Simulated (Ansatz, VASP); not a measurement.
Two plane-wave programs on BaO

```
Ba O
1.0
     0.00000    2.78701    2.78701
     2.78701    0.00000    2.78701
     2.78701    2.78701    0.00000
Ba O
1 1
Direct
  0.00000 0.00000 0.00000
  0.50000 0.50000 0.50000
```

Alike in both runs: task single point; functional PBE; k mesh 8 × 8 × 8; occupations gaussian, width 0.02 eV; no spin polarisation.

|  | VASP | Ansatz |
| --- | --- | --- |
| version | VASP 6.6.1 | Ansatz 0.2.0 |
| potentials or method | VASP PAW PBE potentials, release 64 (Ba_sv, O_h), cutoff 1340 eV | scalar-relativistic, plane waves, PAW |
| valence electrons in the cell | 16 | 16 |

Ansatz gave:

```
gap on the k mesh at the Fermi level (eV) : 2.10
least direct gap on the mesh (eV)         : 2.10
pressure (GPa)                            : 0.0
```

Q: Which values does VASP return?

A: gap on the k mesh at the Fermi level (eV): 2.04; least direct gap on the mesh (eV): 2.04; pressure (GPa): 1.5.

The functional is the same, so the differences come from potentials, cutoffs and numerics.

Spin-orbit coupling is off throughout.
